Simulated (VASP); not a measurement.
Set up this calculation in VASP 6.6.1, as the native input.

| Property | Result |
| --- | --- |
| Task | single point |
| Functional | PBEsol |
| Potentials or basis | VASP PAW PBE potentials, release 64 (Pd) |
| Cutoff | 520 eV |
| k mesh | 20 × 20 × 20 |
| Occupations | gaussian, width 0.15 eV |
| Spin | no spin polarisation |
| Dipole correction | no |
| Further INCAR settings | ALGO = Fast; EDIFF = 1e-06; NBANDS = 11 |

The structure of Pd lies in POSCAR:

```
Pd
1.0
    0.0000000000      1.8476550000      2.0421450000
    1.8476550000      0.0000000000      2.0421450000
    1.8476550000      1.8476550000      0.0000000000
Pd
1
Direct
    0.0000000000      0.0000000000      0.0000000000
```

This cell differs from its parent crystal: strain -0.050 along x and y, +0.050 along z.

The input as run:

INCAR

```
SYSTEM = Pd
PREC = Accurate ; ENCUT = 520
EDIFF = 1E-6 ; ISMEAR = 0
SIGMA = 0.15 ; LREAL = .False.
LASPH = .True. ; NELM = 60
ALGO = Fast ; ISIF = 2
LWAVE = .False. ; LCHARG = .False.
GGA = PS ; NBANDS = 11
```

KPOINTS

```
regular mesh
0
Gamma
  20 20 20
  0 0 0
```

Potentials or basis: VASP PAW PBE potentials, release 64 (Pd).

Launch:

```bash
$ cat potpaw_PBE.64/Pd/POTCAR > POTCAR
$ mpirun -np 1 vasp_std > vasp.out
```

It gave:

```
Pressure               : 10.4 GPa
Band gap on the k mesh : zero (band 5 reaches 11.35 eV, above the bottom of band 6 at 9.32 eV)
```

Caveat: the cell differs from its parent crystal (strain -0.050 along x and y, +0.050 along z); the PAW data sets were made with another functional, which shifts forces and pressure a little.

It took 56 s on 1 thread of Intel(R) Xeon(R) Platinum 8488C (Sapphire Rapids), on a shared host, peak memory 0.21 GiB.
